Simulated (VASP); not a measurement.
# Ge (Fd-3m) in VASP: notebook

Ge is run at these levels: RPBE; tasks: single point.

Everything below comes from runs of VASP 6.6.1. Logs are shortened: lines on timing, memory, paths and dates and some standing lists are left out, and cuts for length are marked.

**The experiment to reproduce.**

“Temperature-dependent photoluminescence in Ge: experiment and theory”, 2020, arxiv:2003.00143 reports, for a bulk crystal of Ge at 0 K: band gap 0.744 eV (indirect).

“Electronic and optical properties of SixGe1-x-ySny alloys lattice-matched to Ge”, 2021, arxiv:2109.02782 reports, for a bulk crystal of Ge at 293 K: band gap 0.666 eV (indirect).

How close the calculation comes is told below.

## Step 1: The cell of the first run

The structure is cubic, space group Fd-3m (No. 227). The conventional cell has a = 5.658 Å, b = 5.658 Å, c = 5.658 Å, α = 90.00°, β = 90.00°, γ = 90.00°. Ge (site symmetry -43m) has 4 Ge at 2.45 Å within 3.2 Å.

## Step 2: Single point, RPBE

INCAR reads:

```
SYSTEM = Ge
ALGO = Normal ; EDIFF = 1E-6
ENCUT = 500 ; GGA = RP
GGA_COMPAT = .False. ; ISIF = 2
ISMEAR = 0 ; LASPH = .True.
LCHARG = .False. ; LREAL = .False.
LWAVE = .False. ; NBANDS = 21
NELM = 120 ; PREC = Accurate
SIGMA = 0.1
```

KPOINTS reads:

```
k-points
0
Gamma
  6 6 6
  0 0 0
```

POSCAR reads:

```
Ge
1.0
    0.0000000000      2.8289100000      2.8289100000
    2.8289100000      0.0000000000      2.8289100000
    2.8289100000      2.8289100000      0.0000000000
Ge
2
Direct
    0.0000000000      0.0000000000      0.0000000000
    0.2500000000      0.2500000000      0.2500000000
```

Potentials or basis: VASP PAW PBE potentials, release 64 (Ge_d).

On the command line:

```bash
$ cat potpaw_PBE.64/Ge_d/POTCAR > POTCAR
$ mpirun -np 1 vasp_std > vasp.out
```

OUTCAR:

```text
SYSTEM = Ge
   EDIFF = 1E-6
   ENCUT = 500
   GGA = RP
   ISIF = 2
   ISMEAR = 0
   LASPH = .True.
   LREAL = .False.
   NELM = 120
   PREC = Accurate

 ion  position               nearest neighbor table
   1  0.000  0.000  0.000-   2 2.45   2 2.45   2 2.45   2 2.45
   2  0.250  0.250  0.250-   1 2.45   1 2.45   1 2.45   1 2.45

  LATTYP: Found a face centered cubic cell.
 ALAT       =     5.6578200000

  Lattice vectors:

 A1 = (   0.0000000000,   2.8289100000,   2.8289100000)
 A2 = (   2.8289100000,   0.0000000000,   2.8289100000)
 A3 = (   2.8289100000,   2.8289100000,   0.0000000000)

Analysis of symmetry for initial positions (statically):
=====================================================================
 Subroutine PRICEL returns:
 Original cell was already a primitive cell.

 Routine SETGRP: Setting up the symmetry group for a
 face centered cubic supercell.

 Subroutine GETGRP returns: Found 48 space group operations
 (whereof 24 operations were pure point group operations)
 out of a pool of 48 trial point group operations.

The static configuration has the point symmetry T_d .
 The point group associated with its full space group is O_h .

Analysis of symmetry for dynamics (positions and initial velocities):
=====================================================================
 Subroutine PRICEL returns:
 Original cell was already a primitive cell.

 Routine SETGRP: Setting up the symmetry group for a
 face centered cubic supercell.

 Subroutine GETGRP returns: Found 48 space group operations
 (whereof 24 operations were pure point group operations)
 out of a pool of 48 trial point group operations.

The dynamic configuration has the point symmetry T_d .
 The point group associated with its full space group is O_h .

 Subroutine INISYM returns: Found 48 space group operations
 (whereof 24 operations are pure point group operations),
 and found     1 'primitive' translations

----------------------------------------------------------------------------------------

                                     Primitive cell

  volume of cell :      45.2780

  direct lattice vectors                    reciprocal lattice vectors
     0.000000000  2.828910000  2.828910000    -0.176746521  0.176746521  0.176746521
     2.828910000  0.000000000  2.828910000     0.176746521 -0.176746521  0.176746521
     2.828910000  2.828910000  0.000000000     0.176746521  0.176746521 -0.176746521

  length of vectors
     4.000682889  4.000682889  4.000682889     0.306133954  0.306133954  0.306133954

  position of ions in fractional coordinates (direct lattice)
     0.000000000  0.000000000  0.000000000
     0.250000000  0.250000000  0.250000000

  ion indices of the primitive-cell ions
   primitive index   ion index
                 1           1
                 2           2

----------------------------------------------------------------------------------------

 KPOINTS: k-points

Automatic generation of k-mesh.
 Grid dimensions read from file:
 generate k-points for:    6    6    6

 Generating k-lattice:

  Cartesian coordinates                     Fractional coordinates (reciprocal lattice)
    -0.029457753  0.029457753  0.029457753     0.166666667  0.000000000  0.000000000
     0.029457753 -0.029457753  0.029457753     0.000000000  0.166666667  0.000000000
     0.029457753  0.029457753 -0.029457753     0.000000000  0.000000000  0.166666667

  Length of vectors
     0.051022326  0.051022326  0.051022326

  Shift w.r.t. Gamma in fractional coordinates (k-lattice)
     0.000000000  0.000000000  0.000000000

 Subroutine IBZKPT returns following result:
 ===========================================

 Found     16 irreducible k-points:

 Following reciprocal coordinates:
            Coordinates               Weight
  0.000000  0.000000  0.000000      1.000000
  0.166667  0.000000  0.000000      8.000000
  0.333333  0.000000  0.000000      8.000000
  0.500000  0.000000  0.000000      4.000000
  0.166667  0.166667  0.000000      6.000000
  0.333333  0.166667  0.000000     24.000000
[... 8 lines left out ...]
 -0.333333  0.333333  0.166667     24.000000
 -0.333333  0.500000  0.166667     12.000000
   k-points           NKPTS =     16   k-points in BZ     NKDIM =     16   number of bands    NBANDS=     21
   number of dos      NEDOS =    301   number of ions     NIONS =      2
   total plane-waves  NPLWV =  27000
   dimension x,y,z NGX =    30 NGY =   30 NGZ =   30
   dimension x,y,z NGXF=    60 NGYF=   60 NGZF=   60
   ions per type =               2
   NGX,Y,Z   is equivalent  to a cutoff of  12.47, 12.47, 12.47 a.u.
   NGXF,Y,Z  is equivalent  to a cutoff of  24.93, 24.93, 24.93 a.u.
 SYSTEM =  Ge
   PREC   = accura    normal or accurate (medium, high low for compatibility)
   ISTART =      0    job   : 0-new  1-cont  2-samecut
   ICHARG =      2    charge: 1-file 2-atom 10-const
   ISPIN  =      1    spin polarized calculation?
   LNONCOLLINEAR =      F non collinear calculations
   LSORBIT =      F    spin-orbit coupling
   LASPH  =      T    aspherical Exc in radial PAW
   ENCUT  =  500.0 eV  36.75 Ry    6.06 a.u.   7.29  7.29  7.29*2*pi/ulx,y,z
   NELM   =    120;   NELMIN=  2; NELMDL= -5     # of ELM steps
   EDIFF  = 0.1E-05   stopping-criterion for ELM
   LREAL  =      F    real-space projection
   EDIFFG = 0.1E-04   stopping-criterion for IOM
   NSW    =      0    number of steps for IOM
   IBRION =     -1    ionic relax: 0-MD 1-quasi-New 2-CG
   NFREE  =      0    steps in history (QN), initial steepest desc. (CG)
   ISIF   =      2    stress and relaxation
   ISYM   =      2    0-nonsym 1-usesym 2-fastsym
   POTIM  = 0.5000    time-step for ionic-motion
   TEBEG  =    0.0;   TEEND  =   0.0 temperature during run
   PSTRESS=    0.0 pullay stress
   NELECT =      28.0000    total number of electrons
   NUPDOWN=      -1.0000    fix difference up-down
   EMIN   =  10.00;   EMAX   =-10.00  energy-range for DOS
   EFERMI =   0.00;   METHOD = LEGACY
   ISMEAR =     0;   SIGMA  =   0.10  broadening in eV -4-tet -1-fermi 0-gaus
   EFERMI_NEDOS =   21; number of points for ismear=-14 and -15
   IALGO  =     38    algorithm
   IMIX   =      4    mixing-type and parameters
     AMIX     =   0.40;   BMIX     =  1.00
     AMIX_MAG =   1.60;   BMIX_MAG =  1.00
  volume/ion in A,a.u.               =      22.64       152.78
  Fermi-wavevector in a.u.,A,eV,Ry     =   1.394756  2.635708 26.468033  1.945346
  Thomas-Fermi vector in A             =   2.518275
   LORBIT       =      0    0 simple, 1 ext, 2 COOP (PROOUT), +10 PAW based schemes
   GGA     = RP    functional components
   LHFCALC =     F    Hartree Fock is set to
   AEXX    =    0.0000 exact exchange contribution
   IVDW    =     0    specifies the selected vdW correction
   LEPSILON=     F    determine dielectric tensor
   LRPA    =     F    only Hartree local field effects (RPA)
 non-spin polarized calculation
 Gauss-broadening in eV      SIGMA  =   0.10
  energy-cutoff  :      500.00
  volume of cell :       45.28
 maximum number of plane-waves:      1167
 NGX is ok and might be reduce to    30
   NGX = 15   NGY = 15   NGZ = 15

 number of electron      28.0000022 magnetization

 Free energy of the ion-electron system (eV)
  ---------------------------------------------------
  ext. energy  EPLUGINS =         0.00000000
  ---------------------------------------------------
  free energy    TOTEN  =        -8.26463046 eV

  energy without entropy =       -8.26407750  energy(sigma->0) =       -8.26435398

 E-fermi :   5.2078     XC(G=0):  -9.7412

 val. band max:        5.1104939684   @ k =   0.0000   0.0000   0.0000
 cond. band min:       5.2616762439   @ k =   0.0000   0.0000   0.0000
 fundamental gap:      0.1511822755
 Fermi energy:         5.2078414016

 k-point     1 :       0.0000    0.0000    0.0000
  band No.  band energies     occupation
      1     -19.7285      2.00000
      2     -19.7285      2.00000
      3     -19.7285      2.00000
      4     -19.6929      2.00000
      5     -19.6929      2.00000
      6     -19.4831      2.00000
[... 13 lines left out ...]
     20      14.5466      0.00000
     21      14.5466      0.00000

 k-point     2 :       0.1667    0.0000    0.0000
  band No.  band energies     occupation
      1     -19.7404      2.00000
      2     -19.7404      2.00000
      3     -19.7242      2.00000
      4     -19.6756      2.00000
      5     -19.6756      2.00000
      6     -19.5002      2.00000
[... 13 lines left out ...]
     20      13.4661      0.00000
     21      13.4661      0.00000

 k-point     3 :       0.3333    0.0000    0.0000
  band No.  band energies     occupation
      1     -19.7505      2.00000
      2     -19.7505      2.00000
      3     -19.7155      2.00000
      4     -19.6566      2.00000
      5     -19.6566      2.00000
      6     -19.5143      2.00000
[... 13 lines left out ...]
     20      14.0977      0.00000
     21      14.0977      0.00000

 k-point     4 :       0.5000    0.0000    0.0000
  band No.  band energies     occupation
      1     -19.7528      2.00000
      2     -19.7528      2.00000
      3     -19.7110      2.00000
      4     -19.6513      2.00000
      5     -19.6513      2.00000
      6     -19.5176      2.00000
[... 13 lines left out ...]
     20      16.3099      0.00000
     21      16.3731      0.00000

 k-point     5 :       0.1667    0.1667    0.0000
  band No.  band energies     occupation
      1     -19.7380      2.00000
      2     -19.7380      2.00000
      3     -19.7375      2.00000
      4     -19.6773      2.00000
      5     -19.6555      2.00000
      6     -19.5337      2.00000
[... 13 lines left out ...]
     20      13.6926      0.00000
     21      15.0196      0.00000
[... 190 lines left out ...]
     20      16.8511      0.00000
     21      17.9736      0.00000

 k-point    14 :       0.5000    0.3333    0.1667
  band No.  band energies     occupation
      1     -19.7676      2.00000
      2     -19.7646      2.00000
      3     -19.6897      2.00000
      4     -19.6363      2.00000
      5     -19.6021      2.00000
      6     -19.5860      2.00000
[... 13 lines left out ...]
     20      15.1510      0.00000
     21      17.6162      0.00000

 k-point    15 :      -0.3333    0.3333    0.1667
  band No.  band energies     occupation
      1     -19.7777      2.00000
      2     -19.7675      2.00000
      3     -19.6678      2.00000
      4     -19.6183      2.00000
      5     -19.5958      2.00000
      6     -19.5877      2.00000
[... 13 lines left out ...]
     20      16.9685      0.00000
     21      17.0672      0.00000

 k-point    16 :      -0.3333    0.5000    0.1667
  band No.  band energies     occupation
      1     -19.7731      2.00000
      2     -19.7731      2.00000
      3     -19.6477      2.00000
      4     -19.6477      2.00000
      5     -19.5823      2.00000
      6     -19.5823      2.00000
[... 13 lines left out ...]
     20      16.2151      0.00000
     21      18.0978      0.00000

------------------------ aborting loop because EDIFF is reached ----------------------------------------

  FORCE on cell =-STRESS in cart. coord.  units (eV):
  Direction    XX          YY          ZZ          XY          YZ          ZX
  --------------------------------------------------------------------------------------
  -------------------------------------------------------------------------------------
  Total        1.4656034      1.4656034      1.4656034     -0.0000000      0.0000000     -0.0000000
  in kB       51.8608521     51.8608521     51.8608521     -0.0000000      0.0000000     -0.0000000
  external PRESSURE =      51.8608521 kB  Pullay stress =       0.0000000 kB

 VOLUME and BASIS-vectors are now :
 -----------------------------------------------------------------------------
  energy-cutoff  :      500.00
  volume of cell :       45.28
      direct lattice vectors                 reciprocal lattice vectors
     0.000000000  2.828910000  2.828910000    -0.176746521  0.176746521  0.176746521
     2.828910000  0.000000000  2.828910000     0.176746521 -0.176746521  0.176746521
     2.828910000  2.828910000  0.000000000     0.176746521  0.176746521 -0.176746521

 POSITION                                       TOTAL-FORCE (eV/Angst)
 -----------------------------------------------------------------------------------
      0.00000      0.00000      0.00000         0.000000      0.000000      0.000000
      1.41446      1.41446      1.41446        -0.000000     -0.000000     -0.000000
 -----------------------------------------------------------------------------------
    total drift:                                0.000000      0.000000      0.000000

  FREE ENERGIE OF THE ION-ELECTRON SYSTEM (eV)
  ---------------------------------------------------
  free  energy   TOTEN  =        -8.2646304550 eV

  energy  without entropy=       -8.2640774973  energy(sigma->0) =       -8.26435398
```

Wall time 12 s (1 thread of Intel Xeon Platinum 8488C (Sapphire Rapids), shared host); peak memory 0.16 GiB.

Results:

* Free energy: -8.2646 eV
* Pressure: 5.2 GPa
* Band gap on the k mesh: 0.15 eV

Caveat: the cell stands under pressure; semilocal functionals underestimate gaps, and a narrow one can read as zero; the PAW data sets were made with another functional, which shifts forces and pressure a little. A k mesh can miss the band edges.

## Step 3: Single point, RPBE

This run uses another cell than the first one, of 24.57 Å³/atom.

INCAR reads:

```
SYSTEM = Ge
  PREC = Accurate
  ENCUT = 500
  EDIFF = 1E-6
  ISMEAR = 0
  SIGMA = 0.01
  LREAL = .False.
  LASPH = .True.
  NELM = 120
  ALGO = Normal
  ISIF = 2
  LWAVE = .False.
  LCHARG = .True.
  GGA = RP
  LELF = .True.
  LVHAR = .True.
  NBANDS = 21
  GGA_COMPAT = .False.
```

KPOINTS reads:

```
regular mesh
0
Gamma
  12 12 12
  0 0 0
```

POSCAR reads:

```
Ge
1.0
    0.0000000000      2.9073412388      2.9073412388
    2.9073412388      0.0000000000      2.9073412388
    2.9073412388      2.9073412388      0.0000000000
Ge
2
Direct
    0.0000000000      0.0000000000      0.0000000000
    0.2500000000      0.2500000000      0.2500000000
```

Potentials or basis: VASP PAW PBE potentials, release 64 (Ge_d).

On the command line:

```bash
$ cat potpaw_PBE.64/Ge_d/POTCAR > POTCAR
$ mpirun -np 1 vasp_std > vasp.out
```

It took 52 s on 1 thread of Intel Xeon Platinum 8488C (Sapphire Rapids), shared host; peak memory 0.2 GiB.

The run converged. Its results:

| Property | Result |
| --- | --- |
| Free energy | -8.3662 eV |
| Pressure | -0.1 GPa |
| Band gap on the k mesh | zero (filled and empty bands touch) |

Levels at points of the mesh, in eV from the Fermi level:
```csv
k point,band 11,band 12,band 13,band 14,band 15,band 16,band 17,band 18
"(0.00, 0.00, 0.00)",-12.14,-0.58,0.00,0.00,0.00,2.52,2.52,2.52
"(0.50, 0.00, 0.00)",-10.25,-7.21,-1.29,-1.29,0.03,3.72,3.72,7.24
"(0.50, 0.50, 0.00)",-8.56,-8.56,-2.80,-2.80,0.93,0.93,8.89,8.89
```

Caveat: semilocal functionals underestimate gaps, and a narrow one can read as zero; the PAW data sets were made with another functional, which shifts forces and pressure a little.

## Step 4: Single point, RPBE

This run uses another cell than the first one, of 24.57 Å³/atom.

INCAR reads:

```
  PREC = Accurate
  ENCUT = 500
  EDIFF = 1E-6
  ISMEAR = 0
  SIGMA = 0.1
  LREAL = False
  LASPH = True
  NELM = 120
  ALGO = Normal
  ISIF = 2
  LWAVE = False
  LCHARG = False
  GGA = RP
  NBANDS = 21
  GGA_COMPAT = False
```

KPOINTS reads:

```
Automatic mesh
0
Gamma
  12 12 12
```

POSCAR is that of step 3.

On the command line:

```bash
$ cat potpaw_PBE.64/Ge_d/POTCAR > POTCAR
$ mpirun -np 1 vasp_std > vasp.out
```

Wall time 45 s (1 thread of Intel Xeon Platinum 8488C (Sapphire Rapids), shared host); peak memory 0.2 GiB.

The run converged. Its results:

```
Free energy            : -8.3664 eV
Pressure               : -0.1 GPa
Band gap on the k mesh : zero (filled and empty bands touch)
```

Levels at points of the mesh, in eV from the Fermi level:
| k point | band 11 | band 12 | band 13 | band 14 | band 15 | band 16 | band 17 | band 18 |
| --- | --- | --- | --- | --- | --- | --- | --- | --- |
| (0.00, 0.00, 0.00) | -12.12 | -0.57 | 0.01 | 0.01 | 0.01 | 2.54 | 2.54 | 2.54 |
| (0.50, 0.00, 0.00) | -10.23 | -7.20 | -1.27 | -1.27 | 0.05 | 3.73 | 3.73 | 7.26 |
| (0.50, 0.50, 0.00) | -8.55 | -8.55 | -2.78 | -2.78 | 0.94 | 0.94 | 8.91 | 8.91 |

Caveat: semilocal functionals underestimate gaps, and a narrow one can read as zero; the PAW data sets were made with another functional, which shifts forces and pressure a little.

## Step 5: Summary

```tsv
cell	k mesh	smearing	gap on the mesh (eV)	pressure (GPa)
a = 4.001 Å, angles 60.0°, 2 atoms	6 × 6 × 6	gaussian 0.1 eV	0.15	5.2
a = 4.112 Å, angles 60.0°, 2 atoms	12 × 12 × 12	gaussian 0.01 eV	none	-0.1
a = 4.112 Å, angles 60.0°, 2 atoms	12 × 12 × 12	gaussian 0.1 eV	none	-0.1
```

Alike in all rows: task single point; level RPBE; potentials or basis VASP PAW PBE potentials, release 64 (Ge_d); no spin polarisation; cutoff (eV) 500.

Caveats: semilocal functionals underestimate gaps, and a narrow one can read as zero; the PAW data sets were made with another functional, which shifts forces and pressure a little; the cell stands under pressure (at least some runs).

Total energies depend on the potentials used, so only differences within one code and one set of settings carry meaning.

## Step 6: Comparison with measurements

Step 3. A measured gap of Ge is 0.744 eV (indirect; 0 K; “Temperature-dependent photoluminescence in Ge: experiment and theory”, 2020, arxiv:2003.00143); the calculated 0.00 eV misses it by -0.74 eV. 3 values of this kind are on record (0.666 to 0.807 eV); this one was drawn at random among those near their median. Spin-orbit coupling on Ge is left out. The value is that of RPBE on a finite k mesh, which can miss the band edges, without temperature or zero-point motion. Semilocal functionals fall short of measured gaps as a rule.

Step 4. A measured gap of Ge is 0.666 eV (indirect; 293 K; “Electronic and optical properties of SixGe1-x-ySny alloys lattice-matched to Ge”, 2021, arxiv:2109.02782); the calculated 0.00 eV misses it by -0.67 eV. 3 values of this kind are on record (0.666 to 0.807 eV); this one was drawn at random among those near their median. Spin-orbit coupling on Ge is left out. The value is that of RPBE on a finite k mesh, which can miss the band edges, without temperature or zero-point motion. Semilocal functionals fall short of measured gaps as a rule.

The gap in the log of VASP goes by the Fermi energy; the results here count the filled bands.